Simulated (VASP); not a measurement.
**ScAl3: single point with PBE**

ScAl3:

```
Sc Al
1.0
     4.10533    0.00000    0.00000
     0.00000    4.10533    0.00000
     0.00000    0.00000    4.10533
Sc Al
1 3
Direct
  0.00000 0.00000 0.00000
  0.39666 0.10334 0.50000
  0.00000 0.50000 0.50000
  0.50000 0.50000 0.00000
```

This cell differs from its parent crystal: atom 2 (Al) moved -0.600 Å along Cartesian [1 -1 0].

| Item | Value |
| --- | --- |
| Program | VASP 6.6.1 |
| Task | single point |
| Functional | PBE |
| Potentials or basis | VASP PAW PBE potentials, release 64 (Sc_sv, Al) |
| Cutoff | 520 eV |
| k mesh | 12 × 12 × 12 |
| Occupations | gaussian, width 0.15 eV |
| Spin | no spin polarisation |
| Dipole correction | no |
| Further INCAR settings | ALGO = Fast; EDIFF = 1e-07; NBANDS = 18 |

```
Pressure               : 6.8 GPa
Largest force          : 4.475 eV/Å
Band gap on the k mesh : zero (bands 10 and 11 overlap by 3.26 eV)
```

Forces in eV/Å, atoms in the order of the input:
```
Sc  -1.609  0.216  0.000
Al   3.501 -2.788  0.000
Al  -1.943  1.895  0.000
Al   0.051  0.677  0.000
```

Stress tensor (GPa, compression positive):
```
 7.62 -6.08  0.00
-6.08  7.31  0.00
 0.00  0.00  5.42
```

Levels at points of the mesh, in eV from the Fermi level:
```
           k point  band 7  band 8  band 9  band 10  band 11  band 12  band 13  band 14
(0.00, 0.00, 0.00)   -2.49   -2.02   -1.85    -1.46     0.88     1.16     1.37     1.39
(0.50, 0.00, 0.00)   -1.78   -1.62   -1.50     0.54     0.83     1.13     1.18     1.58
(0.00, 0.50, 0.00)   -2.03   -2.02   -1.64     0.59     0.83     1.26     1.86     2.12
(0.00, 0.00, 0.50)   -1.80   -1.45   -1.31     0.62     0.68     0.79     1.19     1.69
(0.50, 0.50, 0.00)   -5.20   -3.98   -1.00    -0.36     1.14     1.22     1.97     2.51
(0.00, 0.50, 0.50)   -5.14   -3.98   -0.63    -0.37     0.99     1.16     1.88     2.37
(0.50, 0.00, 0.50)   -5.49   -4.37   -0.84    -0.47     0.69     1.90     2.42     2.46
(0.50, 0.50, 0.50)   -4.66   -3.89   -3.05    -2.52    -2.49     0.90     2.46     2.62
```

Run time: 24 min on 1 thread of Oxide Virtual Turin-like Processor (shared host), peak memory 0.62 GiB.

Caveat: the cell differs from its parent crystal (atom 2 (Al) moved -0.600 Å along Cartesian [1 -1 0]); the cell stands under pressure; forces of over 1 eV/Å act on the atoms, so gaps and moduli don't describe the material at rest.
